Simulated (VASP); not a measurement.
Here is a VASP 6.6.1 calculation.

Contents of INCAR:

```
SYSTEM = O
ALGO     = Normal         ! electronic algorithm
EDIFF    = 1E-6           ! SCF threshold, eV
ENCUT    = 520            ! plane-wave cutoff, eV
GGA      = PE             ! functional
ISIF     = 2              ! what is computed and relaxed
ISMEAR   = -1             ! smearing method
LASPH    = .True.         ! aspherical terms in the spheres
LCHARG   = .True.         ! write CHGCAR
LELF     = .True.         ! ELF
LREAL    = .False.        ! projectors in reciprocal space
LVHAR    = .True.       
LWAVE    = .False.        ! write WAVECAR
NBANDS   = 20             ! bands
NELM     = 100            ! most SCF steps
PREC     = Accurate       ! precision mode
SIGMA    = 0.05           ! smearing width, eV
```

KPOINTS

```
k-points
0
Gamma
  7 7 9
  0 0 0
```

Contents of POSCAR:

```
O
1.0
    3.8922577202      0.0000000000      0.0000000000
    0.0000000000      3.7894570000      0.0000000000
   -0.9966562331      0.0000000000      2.9534146937
O
4
Direct
    0.3329660000      0.3058770000      0.1812950000
    0.6670340000      0.3058770000      0.3187050000
    0.6670340000      0.6941230000      0.8187050000
    0.3329660000      0.6941230000      0.6812950000
```

Potentials or basis: VASP PAW PBE potentials, release 64 (O).

Launch:

```bash
$ cat potpaw_PBE.64/O/POTCAR > POTCAR
$ mpirun -np 1 vasp_std > vasp.out
```

Task: What does it give for the band gap on the k mesh?

Result: 0.67 eV, indirect (least direct gap 0.88 eV).

Task: Estimate the largest force.

Result: 0.297 eV/Å.

Task: Predict the pressure.

Result: 2.9 GPa.

Stress tensor (GPa, compression positive):
```
 3.36  0.00 -1.05
 0.00  3.88  0.00
-1.05  0.00  1.51
```

Caveat: the standard files for N, O and F lose accuracy on very short bonds; spin is off for a triplet molecule. As with any semilocal functional, this PBE gap is likely too small.
